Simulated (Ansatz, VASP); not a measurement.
## In in VASP and in Ansatz

Contents of INCAR:

```
SYSTEM = In
PREC = Accurate
ENCUT = 520
EDIFF = 1E-6
ISMEAR = -1
SIGMA = 0.1
LREAL = .FALSE.
LASPH = .TRUE.
NELM = 60
ALGO = Normal
ISIF = 2
LWAVE = .FALSE.
LCHARG = .FALSE.
GGA = PS
NBANDS = 20
```

KPOINTS

```
regular mesh
0
G
  9 9 9
  0 0 0
```

File POSCAR:

```
In
1.0
    0.0000000000      3.4064779035      3.4064779035
    3.4064779035      0.0000000000      3.4064779035
    3.4064779035      3.4064779035      0.0000000000
In
2
Direct
    0.1250000000      0.1250000000      0.1250000000
    0.8750000000      0.8750000000      0.8750000000
```

Input for Ansatz:

```yaml
crystal:
  lattice:
    - [0.0, 3.4064779035, 3.4064779035]
    - [3.4064779035, 0.0, 3.4064779035]
    - [3.4064779035, 3.4064779035, 0.0]
  atoms:
    - { symbol: In, position: [0.125, 0.125, 0.125] }
    - { symbol: In, position: [0.875, 0.875, 0.875] }
hamiltonian:
  xc: pbesol
  pseudopotentials:
    kind: paw
    azcp:
      In: "pseudopotentials/In.paw.azcp"
basis:
  ecutwfc: 420
  fft_grid_basis: typed
kpoints:
  mp_grid: { grid: [9, 9, 9], shift: [0, 0, 0] }
magnetization:
  spin_polarized: false
scf:
  occupations: { method: fermi_dirac, width: 0.1 }
  lower_state_search: "off"
output:
  stress: true
```

Alike in both runs: task single point; functional PBEsol; k mesh 9 × 9 × 9; occupations fermi-dirac, width 0.1 eV; no spin polarisation.

|  | VASP | Ansatz |
| --- | --- | --- |
| version | VASP 6.6.1 | Ansatz 0.2.0 |
| potentials or method | VASP PAW PBE potentials, release 64 (In_d), cutoff 520 eV | plane waves (420 eV) with PAW, scalar-relativistic |
| valence electrons in the cell | 26 | 26 |

```csv
,VASP,Ansatz,Ansatz less VASP
pressure (GPa),-2.4,-2.3,+0.04
```

VASP's potentials were made for PBE, not for PBEsol, and Ansatz warns of the same on its side. The functional is the same, so the differences come from potentials, cutoffs and numerics.
